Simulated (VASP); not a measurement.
FePt: single point with PBE

FePt:

```
Fe Pt
1.0
    -1.88293   -1.88293   -3.81393
    -1.88293   -3.81393   -1.88293
    -3.81393   -1.88293   -1.88293
Fe Pt
1 1
Direct
  0.00000 0.00000 0.00000
  0.50000 0.50000 0.50000
```

- Program: VASP 6.6.1
- Task: single point
- Functional: PBE
- Potentials or basis: VASP PAW PBE potentials, release 64 (Fe, Pt)
- Cutoff: 520 eV
- k mesh: 18 × 18 × 18
- Occupations: gaussian, width 0.1 eV
- Spin: collinear spin, ferromagnetic start
- Starting moments: [3.0, 0.0] μB

```yaml
Pressure: -0.4 GPa
Net_moment: 3.21 μB per cell
Site_moments: Fe +2.91; Pt +0.29 μB
Valence_electrons_inside_the_program's_atomic_spheres: Fe 6.95; Pt 9.39
```

Levels at points of the mesh, in eV from the Fermi level:
Spin up:
| k point | band 9 | band 10 | band 11 | band 12 | band 13 | band 14 |
| --- | --- | --- | --- | --- | --- | --- |
| (0.00, 0.00, 0.00) | -1.96 | -0.63 | -0.63 | -0.40 | 5.65 | 15.13 |
| (0.50, 0.00, 0.00) | -1.19 | 0.09 | 1.45 | 3.10 | 6.78 | 8.16 |
| (0.50, 0.50, 0.00) | -0.59 | -0.34 | 0.12 | 1.79 | 5.33 | 8.73 |
| (0.50, 0.50, 0.50) | -2.00 | -2.00 | -1.48 | -1.48 | 12.03 | 14.74 |
Spin down:
| k point | band 4 | band 5 | band 6 | band 7 | band 8 | band 9 | band 10 | band 11 | band 12 | band 13 |
| --- | --- | --- | --- | --- | --- | --- | --- | --- | --- | --- |
| (0.00, 0.00, 0.00) | -3.60 | -1.77 | -1.77 | -0.99 | -0.28 | 0.56 | 0.56 | 1.59 | 1.59 | 6.64 |
| (0.50, 0.00, 0.00) | -2.56 | -2.08 | -1.61 | -0.57 | 0.35 | 0.69 | 1.85 | 3.25 | 3.36 | 7.71 |
| (0.50, 0.50, 0.00) | -2.55 | -0.87 | -0.52 | 0.33 | 1.31 | 1.68 | 1.71 | 1.86 | 1.91 | 6.15 |
| (0.50, 0.50, 0.50) | -3.51 | -3.51 | -1.26 | -1.26 | -0.79 | 0.11 | 0.11 | 1.12 | 1.12 | 12.63 |

Wall time 18 min on 1 thread of AMD EPYC 9R45 96-Core Processor (Zen 5), on a shared host, peak memory 0.63 GiB.

Caveat: spin-orbit coupling is left out, which moves the levels of the heavy elements.
